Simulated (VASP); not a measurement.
A run of VASP 6.6.1:

Contents of INCAR:

```
SYSTEM = Ir
ALGO = Normal
EDIFF = 1E-6
ENCUT = 520
GGA = CA
ISIF = 2
ISMEAR = -1
LASPH = .TRUE.
LCHARG = .FALSE.
LREAL = .FALSE.
LWAVE = .FALSE.
NBANDS = 10
NELM = 100
PREC = Accurate
SIGMA = 0.08
```

The input KPOINTS:

```
k-points
0
G
  19 19 19
  0 0 0
```

The input POSCAR:

```
Ir
1.0
   -1.4625747947      1.4625747947      1.4625747947
    1.4625747947     -1.4625747947      1.4625747947
    1.4625747947      1.4625747947     -1.4625747947
Ir
1
Direct
    0.0000000000      0.0000000000      0.0000000000
```

Potentials or basis: VASP PAW LDA potentials, release 64 (Ir).

Launch:

```sh
$ cat potpaw_LDA.64/Ir/POTCAR > POTCAR
$ mpirun -np 1 vasp_std > vasp.out
```

Hardware: 1 thread of Intel Xeon 8259CL, with other jobs on the host.

Estimate the wall time of this run.

Wall time 32 s on 1 thread of Intel Xeon 8259CL, on a shared host, peak memory 0.15 GiB. Counts: scf iterations 10, k points 220.
